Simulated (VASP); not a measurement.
# Bi (P6_3/mmc) in VASP: a series of runs

The runs below take Bi through single point, relaxation of cell and atoms, with BLYP.

Program: VASP 6.6.1. These are calculated values, not measurements. Logs are shortened: lines on timing, memory, paths and dates and some standing lists are left out, and cuts for length are marked.

### 1 The cell of the first run

It takes space group P6_3/mmc (No. 194, hexagonal). The conventional cell has a = 3.608 Å, b = 3.608 Å, c = 12.206 Å, α = 90.00°, β = 90.00°, γ = 120.00°. Bi (site symmetry -3m) has 12 Bi at 3.61 to 3.69 Å within 4.7 Å. Within 4.7 Å of Bi (site symmetry -6m2) lie 12 Bi at 3.61 to 3.69 Å.

This isn't the form of Bi at room conditions, which is rhombohedral.

### 2 Single point, BLYP

File INCAR:

```
PREC = Accurate
ENCUT = 500
EDIFF = 1E-6
ISMEAR = -1
SIGMA = 0.1
LREAL = F
LASPH = T
NELM = 120
ALGO = Normal
ISIF = 2
LWAVE = F
LCHARG = F
GGA = B5
ALDAX = 1.0
AGGAX = 1.0
AGGAC = 1.0
ALDAC = 0.0
NBANDS = 38
GGA_COMPAT = F
```

File KPOINTS:

```
Automatic mesh
0
Gamma
  10 10 3
```

File POSCAR:

```
Bi
1.0
    3.6081392628      0.0000000000      0.0000000000
   -1.8040696314      3.1247402620      0.0000000000
    0.0000000000      0.0000000000     12.2056790263
Bi
4
Direct
    1.0000000000      0.0000000000      1.0000000000
    1.0000000000      0.0000000000      0.5000000000
    0.3333333333      0.6666666667      0.2500000000
    0.6666666667      0.3333333333      0.7500000000
```

Potentials or basis: VASP PAW PBE potentials, release 64 (Bi_d).

Run with:

```
> cat potpaw_PBE.64/Bi_d/POTCAR > POTCAR
> mpirun -np 1 vasp_std > vasp.out
```

OUTCAR:

```text
PREC = Accurate
   ENCUT = 500
   EDIFF = 1E-6
   ISMEAR = -1
   LREAL = F
   LASPH = T
   NELM = 120
   ISIF = 2
   GGA = B5

 ion  position               nearest neighbor table
   1  0.000  0.000  0.000-   3 3.69   4 3.69   4 3.69   3 3.69   4 3.69   3 3.69
   2  0.000  0.000  0.500-   3 3.69   4 3.69   4 3.69   3 3.69   4 3.69   3 3.69
   3  0.333  0.667  0.250-   1 3.69   2 3.69   1 3.69   2 3.69   1 3.69   2 3.69
   4  0.667  0.333  0.750-   1 3.69   2 3.69   1 3.69   2 3.69   1 3.69   2 3.69

  LATTYP: Found a hexagonal cell.
 ALAT       =     3.6081392628
 C/A-ratio  =     3.3828181612

  Lattice vectors:

 A1 = (   3.6081392628,   0.0000000000,   0.0000000000)
 A2 = (  -1.8040696314,   3.1247402620,   0.0000000000)
 A3 = (   0.0000000000,   0.0000000000,  12.2056790263)

Analysis of symmetry for initial positions (statically):
=====================================================================
 Subroutine PRICEL returns:
 Original cell was already a primitive cell.

 Routine SETGRP: Setting up the symmetry group for a
 hexagonal supercell.

 Subroutine GETGRP returns: Found 24 space group operations
 (whereof 12 operations were pure point group operations)
 out of a pool of 24 trial point group operations.

The static configuration has the point symmetry D_3d.
 The point group associated with its full space group is D_6h.

Analysis of symmetry for dynamics (positions and initial velocities):
=====================================================================
 Subroutine PRICEL returns:
 Original cell was already a primitive cell.

 Routine SETGRP: Setting up the symmetry group for a
 hexagonal supercell.

 Subroutine GETGRP returns: Found 24 space group operations
 (whereof 12 operations were pure point group operations)
 out of a pool of 24 trial point group operations.

The dynamic configuration has the point symmetry D_3d.
 The point group associated with its full space group is D_6h.

 Subroutine INISYM returns: Found 24 space group operations
 (whereof 12 operations are pure point group operations),
 and found     1 'primitive' translations

----------------------------------------------------------------------------------------

                                     Primitive cell

  volume of cell :     137.6129

  direct lattice vectors                    reciprocal lattice vectors
     3.608139263  0.000000000  0.000000000     0.277151165  0.160013300  0.000000000
    -1.804069631  3.124740262  0.000000000     0.000000000  0.320026599  0.000000000
     0.000000000  0.000000000 12.205679026     0.000000000  0.000000000  0.081929076

  length of vectors
     3.608139263  3.608139263 12.205679026     0.320026599  0.320026599  0.081929076

  position of ions in fractional coordinates (direct lattice)
     0.000000000  0.000000000  0.000000000
     0.000000000  0.000000000  0.500000000
     0.333333333  0.666666667  0.250000000
     0.666666667  0.333333333  0.750000000

  ion indices of the primitive-cell ions
   primitive index   ion index
                 1           1
                 2           2
                 3           3
                 4           4

----------------------------------------------------------------------------------------

 KPOINTS: Automatic mesh

Automatic generation of k-mesh.
 Grid dimensions read from file:
 generate k-points for:   10   10    3

 Generating k-lattice:

  Cartesian coordinates                     Fractional coordinates (reciprocal lattice)
     0.027715116  0.016001330  0.000000000     0.100000000  0.000000000  0.000000000
     0.000000000  0.032002660  0.000000000     0.000000000  0.100000000  0.000000000
     0.000000000  0.000000000  0.027309692     0.000000000  0.000000000  0.333333333

  Length of vectors
     0.032002660  0.032002660  0.027309692

  Shift w.r.t. Gamma in fractional coordinates (k-lattice)
     0.000000000  0.000000000  0.000000000

 Subroutine IBZKPT returns following result:
 ===========================================

 Found     28 irreducible k-points:

 Following reciprocal coordinates:
            Coordinates               Weight
  0.000000  0.000000  0.000000      1.000000
  0.100000  0.000000  0.000000      6.000000
  0.200000  0.000000  0.000000      6.000000
  0.300000 -0.000000  0.000000      6.000000
  0.400000 -0.000000  0.000000      6.000000
  0.500000  0.000000  0.000000      3.000000
[... 16 lines left out ...]
  0.300000  0.100000  0.333333     24.000000
  0.400000  0.100000  0.333333     24.000000
 [... further k-points ...]
   k-points           NKPTS =     28   k-points in BZ     NKDIM =     28   number of bands    NBANDS=     38
   number of dos      NEDOS =    301   number of ions     NIONS =      4
   total plane-waves  NPLWV =  70560
   dimension x,y,z NGX =    28 NGY =   28 NGZ =   90
   dimension x,y,z NGXF=    56 NGYF=   56 NGZF=  180
   ions per type =               4
   NGX,Y,Z   is equivalent  to a cutoff of  12.90, 12.90, 12.26 a.u.
   NGXF,Y,Z  is equivalent  to a cutoff of  25.80, 25.80, 24.52 a.u.
 SYSTEM =  unknown system
   PREC   = accura    normal or accurate (medium, high low for compatibility)
   ISTART =      0    job   : 0-new  1-cont  2-samecut
   ICHARG =      2    charge: 1-file 2-atom 10-const
   ISPIN  =      1    spin polarized calculation?
   LNONCOLLINEAR =      F non collinear calculations
   LSORBIT =      F    spin-orbit coupling
   LASPH  =      T    aspherical Exc in radial PAW
   ENCUT  =  500.0 eV  36.75 Ry    6.06 a.u.   6.58  6.58 22.25*2*pi/ulx,y,z
   NELM   =    120;   NELMIN=  2; NELMDL= -5     # of ELM steps
   EDIFF  = 0.1E-05   stopping-criterion for ELM
   LREAL  =      F    real-space projection
   EDIFFG = 0.1E-04   stopping-criterion for IOM
   NSW    =      0    number of steps for IOM
   IBRION =     -1    ionic relax: 0-MD 1-quasi-New 2-CG
   NFREE  =      0    steps in history (QN), initial steepest desc. (CG)
   ISIF   =      2    stress and relaxation
   ISYM   =      2    0-nonsym 1-usesym 2-fastsym
   POTIM  = 0.5000    time-step for ionic-motion
   TEBEG  =    0.0;   TEEND  =   0.0 temperature during run
   PSTRESS=    0.0 pullay stress
   NELECT =      60.0000    total number of electrons
   NUPDOWN=      -1.0000    fix difference up-down
   EMIN   =  10.00;   EMAX   =-10.00  energy-range for DOS
   EFERMI =   0.00;   METHOD = LEGACY
   ISMEAR =    -1;   SIGMA  =   0.10  broadening in eV -4-tet -1-fermi 0-gaus
   EFERMI_NEDOS =   21; number of points for ismear=-14 and -15
   IALGO  =     38    algorithm
   IMIX   =      4    mixing-type and parameters
     AMIX     =   0.40;   BMIX     =  1.00
     AMIX_MAG =   1.60;   BMIX_MAG =  1.00
  volume/ion in A,a.u.               =      34.40       232.16
  Fermi-wavevector in a.u.,A,eV,Ry     =   1.241382  2.345872 20.966984  1.541030
  Thomas-Fermi vector in A             =   2.375782
   LORBIT       =      0    0 simple, 1 ext, 2 COOP (PROOUT), +10 PAW based schemes
   GGA     = B5    functional components
   LHFCALC =     F    Hartree Fock is set to
   AEXX    =    0.0000 exact exchange contribution
   IVDW    =     0    specifies the selected vdW correction
   LEPSILON=     F    determine dielectric tensor
   LRPA    =     F    only Hartree local field effects (RPA)
 non-spin polarized calculation
  energy-cutoff  :      500.00
  volume of cell :      137.61
 maximum number of plane-waves:      3537
 NGX is ok and might be reduce to    28
   NGX = 13   NGY = 13   NGZ = 45

 number of electron      60.0000006 magnetization

 Free energy of the ion-electron system (eV)
  ---------------------------------------------------
  ext. energy  EPLUGINS =         0.00000000
  ---------------------------------------------------
  free energy    TOTEN  =       -11.81375468 eV

  energy without entropy =      -11.72270888  energy(sigma->0) =      -11.76823178

 E-fermi :   7.2840     XC(G=0):  -9.2099

 val. band max:        7.2707436494   @ k =   0.4000   0.1000   0.3333
 cond. band min:       7.2841464650   @ k =   0.3000   0.3000   0.3333
 fundamental gap:      0.0134028156
 Fermi energy:         7.2840382393

 k-point     1 :       0.0000    0.0000    0.0000
  band No.  band energies     occupation
      1     -15.6924      2.00000
      2     -15.6882      2.00000
      3     -15.6855      2.00000
      4     -15.6855      2.00000
      5     -15.6854      2.00000
      6     -15.6854      2.00000
[... 30 lines left out ...]
     37      14.5505      0.00000
     38      14.9986      0.00000

 k-point     2 :       0.1000    0.0000    0.0000
  band No.  band energies     occupation
      1     -15.6928      2.00000
      2     -15.6890      2.00000
      3     -15.6873      2.00000
      4     -15.6852      2.00000
      5     -15.6797      2.00000
      6     -15.6767      2.00000
[... 30 lines left out ...]
     37      14.9557      0.00000
     38      15.4187      0.00000

 k-point     3 :       0.2000    0.0000    0.0000
  band No.  band energies     occupation
      1     -15.7055      2.00000
      2     -15.6958      2.00000
      3     -15.6947      2.00000
      4     -15.6805      2.00000
      5     -15.6744      2.00000
      6     -15.6679      2.00000
[... 30 lines left out ...]
     37      13.8758      0.00000
     38      14.4648      0.00000

 k-point     4 :       0.3000   -0.0000    0.0000
  band No.  band energies     occupation
      1     -15.7201      2.00000
      2     -15.7045      2.00000
      3     -15.7043      2.00000
      4     -15.6855      2.00000
      5     -15.6772      2.00000
      6     -15.6704      2.00000
[... 30 lines left out ...]
     37      13.0566      0.00000
     38      13.4263      0.00000
[... 703 lines left out ...]
      4     -15.6812      2.00000
      5     -15.6721      2.00000
      6     -15.6707      2.00000
[... 30 lines left out ...]
     37      14.2400      0.00000
     38      14.3760      0.00000

 k-point    23 :       0.3000    0.1000    0.3333
  band No.  band energies     occupation
      1     -15.7143      2.00000
      2     -15.7085      2.00000
      3     -15.6898      2.00000
      4     -15.6823      2.00000
      5     -15.6788      2.00000
      6     -15.6730      2.00000
[... 30 lines left out ...]
     37      13.3902      0.00000
     38      13.7933      0.00000

 k-point    24 :       0.4000    0.1000    0.3333
  band No.  band energies     occupation
      1     -15.7212      2.00000
      2     -15.7145      2.00000
      3     -15.6929      2.00000
      4     -15.6863      2.00000
      5     -15.6849      2.00000
      6     -15.6800      2.00000
[... 30 lines left out ...]
     37      13.1019      0.00000
     38      13.4577      0.00000

 [... further k-points ...]

------------------------ aborting loop because EDIFF is reached ----------------------------------------

  FORCE on cell =-STRESS in cart. coord.  units (eV):
  Direction    XX          YY          ZZ          XY          YZ          ZX
  --------------------------------------------------------------------------------------
  -------------------------------------------------------------------------------------
  Total        0.0653859      0.0653859      0.0603890      0.0000000     -0.0000000      0.0000000
  in kB        0.7612649      0.7612649      0.7030873      0.0000000     -0.0000000      0.0000000
  external PRESSURE =       0.7418724 kB  Pullay stress =       0.0000000 kB

 VOLUME and BASIS-vectors are now :
 -----------------------------------------------------------------------------
  energy-cutoff  :      500.00
  volume of cell :      137.61
      direct lattice vectors                 reciprocal lattice vectors
     3.608139263  0.000000000  0.000000000     0.277151165  0.160013300  0.000000000
    -1.804069631  3.124740262  0.000000000     0.000000000  0.320026599  0.000000000
     0.000000000  0.000000000 12.205679026     0.000000000  0.000000000  0.081929076

 POSITION                                       TOTAL-FORCE (eV/Angst)
 -----------------------------------------------------------------------------------
      0.00000      0.00000      0.00000        -0.000000      0.000000     -0.000000
      0.00000      0.00000      6.10284        -0.000000      0.000000     -0.000000
     -0.00000      2.08316      3.05142        -0.000000     -0.000000      0.000000
      1.80407      1.04158      9.15426         0.000000      0.000000      0.000000
 -----------------------------------------------------------------------------------
    total drift:                                0.000000     -0.000000      0.000000

  FREE ENERGIE OF THE ION-ELECTRON SYSTEM (eV)
  ---------------------------------------------------
  free  energy   TOTEN  =       -11.8137546828 eV

  energy  without entropy=      -11.7227088807  energy(sigma->0) =      -11.76823178
```

Wall time 3.6 min (1 thread of Intel Xeon 8259CL, shared host); peak memory 0.26 GiB.

Results:

```
Free energy            : -11.8138 eV
Pressure               : 0.1 GPa
Band gap on the k mesh : zero (bands 30 and 31 overlap by 5.24 eV)
```

Caveat: the PAW data sets were made with another functional, which shifts forces and pressure a little; spin-orbit coupling is left out, which moves the levels of the heavy elements.

### 3 Relaxation of cell and atoms, BLYP

This run uses another cell than the first one, of 31.85 Å³/atom.

File INCAR:

```
SYSTEM = Bi
PREC = Accurate
ENCUT = 500
EDIFF = 1E-7
ISMEAR = -1
SIGMA = 0.1
LREAL = .FALSE.
LASPH = .TRUE.
NELM = 120
ALGO = Normal
ISIF = 3
LWAVE = .FALSE.
LCHARG = .FALSE.
GGA = B5
ALDAX = 1.0
AGGAX = 1.0
AGGAC = 1.0
ALDAC = 0.0
IBRION = 2
NSW = 80
EDIFFG = -0.01
GGA_COMPAT = .FALSE.
NELMIN = 4
```

File KPOINTS:

```
Automatic mesh
0
G
  10 10 3
  0 0 0
```

File POSCAR:

```
Bi
1.0
    3.5579831475      0.0000000000      0.0000000000
   -1.7789915738      3.0813037920      0.0000000000
    0.0000000000      0.0000000000     11.6203729598
Bi
4
Direct
    0.0000000000      0.0000000000      0.0000000000
    0.0000000000      0.0000000000      0.5000000000
    0.3333333333      0.6666666667      0.2500000000
    0.6666666667      0.3333333333      0.7500000000
```

Potentials or basis: VASP PAW PBE potentials, release 64 (Bi_d).

Run with:

```
> cat potpaw_PBE.64/Bi_d/POTCAR > POTCAR
> mpirun -np 1 vasp_std > vasp.out
```

Run time: 19 min. Hardware: 1 thread of Intel Xeon 8259CL, shared host; peak memory 0.27 GiB.

It converged, with:

```yaml
Free_energy: -11.8102 eV
Relaxed_volume: 34.49 Å³/atom
Relaxed_cell: a = 3.610 Å, b = 3.610 Å, c = 12.223 Å, α = 90.00°, β = 90.00°, γ = 120.00°
Space_group_after_relaxing_to_0.1_Å: P6_3/mmc (No. 194)
Energy_gained_by_relaxing: 32.0 meV/atom
Ionic_steps: 6
Pressure_after_relaxing: 0.0 GPa
Band_gap_on_the_k_mesh: zero (bands 30 and 31 overlap by 5.23 eV)
```

The path:
```tsv
step	energy change (eV)	largest force (eV/Å)	pressure (GPa)	volume (Å³)
1	0.0000	0.0000	3.87	127.40
2	-0.1059	0.0000	-1.18	142.09
3	-0.1206	0.0000	-0.05	137.94
4	-0.1206	0.0000	-0.12	138.15
5	-0.1247	0.0000	-0.09	138.10
6	-0.1280	0.0000	0.00	137.97
```

Final structure:
```
Bi
1.0
     3.61039    0.00000    0.00000
    -1.80519    3.12669    0.00000
     0.00000    0.00000   12.22257
Bi
4
Direct
  0.00000 0.00000 0.00000
  0.00000 0.00000 0.50000
  0.33333 0.66667 0.25000
  0.66667 0.33333 0.75000
```

Levels at points of the mesh, in eV from the Fermi level:
```csv
k point,band 27,band 28,band 29,band 30,band 31,band 32,band 33,band 34
"(0.00, 0.00, 0.00)",-1.32,3.11,3.11,3.65,3.65,3.66,3.66,3.73
"(0.50, 0.00, 0.00)",-3.53,-3.18,-1.25,-0.61,0.51,1.11,1.44,1.45
```

Caveat: the PAW data sets were made with another functional, which shifts forces and pressure a little; spin-orbit coupling is left out, which moves the levels of the heavy elements.

The gap in the log of VASP goes by the Fermi energy; the results here count the filled bands.